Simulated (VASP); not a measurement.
Si (a cell with a defect): single point with PBE+D3(BJ)

System: Si (a cell with a defect).

```
CELL_PARAMETERS angstrom
10.86000 0.00000 0.00000
0.00000 10.86000 0.00000
0.00000 0.00000 10.86000
ATOMIC_POSITIONS crystal
Si 0.49941 0.99999 0.99957
Si 0.62487 0.12520 0.12491
Si 0.75013 0.25067 0.99961
Si 0.87581 0.37588 0.12406
Si 0.74976 0.00018 0.24997
Si 0.87476 0.12524 0.37487
Si 0.00015 0.00056 0.99951
Si 0.12545 0.12613 0.12397
Si 0.24940 0.25298 0.99725
Si 0.37455 0.37564 0.12440
Si 0.49689 0.50087 0.99703
Si 0.62388 0.62458 0.12393
Si 0.74963 0.74988 0.99964
Si 0.87486 0.87530 0.12500
Si 0.24974 0.00019 0.25002
Si 0.37413 0.12621 0.37584
Si 0.49945 0.25056 0.25015
Si 0.62378 0.37576 0.37594
Si 0.74970 0.50016 0.24995
Si 0.87561 0.62465 0.37580
Si 0.49936 0.00052 0.50028
Si 0.62392 0.12606 0.62550
Si 0.74958 0.25061 0.50034
Si 0.87537 0.37562 0.62525
Si 0.74976 0.00012 0.74999
Si 0.87567 0.12619 0.87428
Si 0.00252 0.49981 0.99719
Si 0.12520 0.62494 0.12437
Si 0.25043 0.74749 0.99722
Si 0.37427 0.87434 0.12413
Si 0.00024 0.25057 0.24966
Si 0.12512 0.37553 0.37556
Si 0.24977 0.50020 0.24996
Si 0.37444 0.62488 0.37549
Si 0.49947 0.74977 0.24969
Si 0.62479 0.87518 0.37501
Si 0.00013 0.00002 0.50028
Si 0.12519 0.12578 0.62520
Si 0.25043 0.25311 0.50282
Si 0.36716 0.38297 0.63280
Si 0.49697 0.49970 0.50275
Si 0.62424 0.62489 0.62528
Si 0.75011 0.74987 0.50041
Si 0.87583 0.87430 0.62561
Si 0.24978 0.00021 0.74996
Si 0.37450 0.12579 0.87456
Si 0.49711 0.25295 0.74938
Si 0.62421 0.37555 0.87468
Si 0.74977 0.50021 0.74996
Si 0.87534 0.62494 0.87456
Si 0.00019 0.74981 0.25020
Si 0.12536 0.87422 0.37598
Si 0.00250 0.50082 0.50263
Si 0.13244 0.61750 0.63249
Si 0.24932 0.74744 0.50278
Si 0.37451 0.87469 0.62532
Si 0.00256 0.25294 0.75036
Si 0.13211 0.38251 0.86768
Si 0.36679 0.61743 0.86706
Si 0.49695 0.74735 0.75050
Si 0.62382 0.87418 0.87442
Si 0.00269 0.74737 0.74940
Si 0.12514 0.87464 0.87469
```

```yaml
Program: VASP 6.6.1
Task: single point
Functional: PBE
Dispersion: D3(BJ)
Potentials_or_basis: VASP PAW PBE potentials, release 64 (Si)
Cutoff: 400 eV
k_mesh: 1 × 1 × 1
Occupations: gaussian, width 0.05 eV
Spin: collinear spin
Dipole_correction: no
Charge: -1
Further_INCAR_settings: LREAL = Auto; ALGO = Normal; EDIFF = 1e-06; NBANDS = 167; NELECT = 253.0
```

* Largest force: 0.016 eV/Å
* Net moment: 3.00 μB per cell
* Site moments: Si +0.00, +0.01, -0.00, +0.02, +0.16 (each value once) μB
* Valence electrons inside the program's atomic spheres: Si 1.70, 1.69, 1.65 (each value once)
* Dispersion energy per atom: -0.317 eV

Forces on the atoms (eV/Å):
```
Si   0.000  0.001  0.000
Si  -0.001  0.001 -0.001
Si  -0.003  0.000 -0.001
Si  -0.003  0.001  0.003
Si   0.001 -0.001  0.000
Si   0.002  0.001  0.002
Si   0.000 -0.003  0.000
Si   0.002 -0.002  0.003
Si  -0.001 -0.002  0.001
Si   0.002 -0.004 -0.001
Si   0.000 -0.001 -0.002
Si  -0.001  0.000  0.001
Si   0.001  0.000 -0.002
Si   0.001 -0.002 -0.002
Si  -0.001 -0.001  0.000
Si   0.001  0.000  0.000
Si  -0.001  0.001 -0.001
Si   0.003  0.001 -0.002
Si   0.000 -0.001  0.000
Si   0.000 -0.001 -0.001
Si   0.001 -0.003  0.000
Si   0.000  0.001  0.001
Si   0.001  0.000  0.000
Si   0.001 -0.003 -0.002
Si   0.000  0.000  0.001
Si  -0.002 -0.002 -0.002
Si  -0.001 -0.001  0.003
Si  -0.004  0.002 -0.002
Si   0.000  0.000 -0.002
Si   0.000 -0.001  0.000
Si   0.000  0.001  0.002
Si  -0.002 -0.001  0.000
Si   0.000 -0.001  0.000
Si   0.002  0.003  0.002
Si  -0.001  0.001  0.002
Si   0.000 -0.001  0.001
Si   0.001  0.001  0.001
Si  -0.003  0.002 -0.001
Si  -0.001  0.000  0.000
Si   0.008 -0.006 -0.007
Si  -0.001 -0.001  0.002
Si  -0.002  0.002 -0.002
Si  -0.003  0.001  0.000
Si  -0.001  0.000  0.001
Si   0.000 -0.001  0.000
Si   0.002  0.001  0.003
Si  -0.001  0.001 -0.001
Si   0.000 -0.002  0.001
Si   0.000 -0.001  0.000
Si   0.001  0.002  0.002
Si   0.000  0.001 -0.002
Si   0.002  0.002 -0.003
Si   0.000 -0.001  0.000
Si  -0.004  0.007 -0.005
Si  -0.001  0.000  0.000
Si   0.001 -0.002 -0.002
Si  -0.002 -0.001  0.003
Si  -0.002 -0.002  0.000
Si   0.010  0.009  0.008
Si  -0.001  0.000  0.001
Si   0.001  0.002 -0.002
Si  -0.001  0.002  0.000
Si  -0.002 -0.001  0.000
```

Levels at points of the mesh, in eV from the Fermi level:
Spin up:
```tsv
k point	band 126	band 127	band 128	band 129	band 130	band 131
(0.00, 0.00, 0.00)	-0.11	-0.11	-0.11	0.11	0.11	0.16
```
Spin down:
```
           k point  band 123  band 124  band 125  band 126  band 127  band 128
(0.00, 0.00, 0.00)     -0.81     -0.81     -0.81      0.14      0.14      0.14
```

Run time: 8.3 min on 1 thread of Intel(R) Xeon(R) Platinum 8375C CPU @ 2.90GHz (Ice Lake) (shared host), peak memory 1 GiB.

Caveat: the k points lie up to 0.58 Å⁻¹ apart; the cell carries a net charge on a neutralising background, which shifts energy and pressure; the cell is charged against a uniform background, so pressure and absolute levels hang on convention.
